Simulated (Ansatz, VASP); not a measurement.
## Two plane-wave programs on Ni

```xyz
2
Lattice="0.0000 2.5131 2.5131 2.5131 0.0000 2.5131 2.5131 2.5131 0.0000" Properties=species:S:1:pos:R:3 pbc="T T T"
Ni    0.6283    0.6283    0.6283
Ni    4.3979    4.3979    4.3979
```

Alike in both runs: task single point; functional r2SCAN; k mesh 18 × 18 × 18; occupations fermi-dirac, width 0.05 eV; collinear spin.

|  | VASP | Ansatz |
| --- | --- | --- |
| version | VASP 6.6.1 | Ansatz 0.2.0 |
| potentials or method | VASP PAW PBE potentials, release 64 (Ni), cutoff 520 eV | plane waves (500 eV) with PAW, scalar-relativistic |
| valence electrons in the cell | 20 | 36 |

```csv
,VASP,Ansatz,Ansatz less VASP
net moment per atom (μB),0.84,0.86,+0.018
size of the moment on the site where the two differ most (μB),0.85,0.93,+0.084
```

VASP's potentials were made for PBE, not for r2SCAN. Site moments also hang on the region over which each program counts them. VASP's potentials hold 20 valence electrons a cell and Ansatz's 36, so a difference there can come from the potentials and not from the codes. Ansatz's warnings: stability check not made.
